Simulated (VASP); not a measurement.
Runs of VASP 6.6.1 on K. The structure is that of space group Fm-3m (No. 225), or close to it. The cells are those of the table. This isn't the form of K at room conditions, which is bcc.

```tsv
cell	gap on the mesh (eV)	pressure (GPa)
a = 3.447 Å, angles 60.0°, 1 atom	none	13.7
a = 3.793 Å, angles 60.0°, 1 atom	none	5.9
a = 3.617 Å, angles 60.0°, 1 atom	none	9.4
a = 3.955 Å, angles 60.0°, 1 atom	none	(a)
a = 4.244 Å, angles 60.0°, 1 atom	none	(b)
a = 4.104 Å, angles 60.0°, 1 atom	none	2.0
```

Alike in all rows: task single point; level LDA; potentials or basis VASP PAW LDA potentials, release 64 (K_sv); no spin polarisation; k mesh 12 × 12 × 12; cutoff (eV) 520; smearing fermi-dirac 0.08 eV.

Task: Estimate the missing entries.

Result: (a) 3.5; (b) 1.1.

Caveats: the cell stands under pressure (at least some runs).

A gap of «none» marks levels without a gap at the run's occupations.
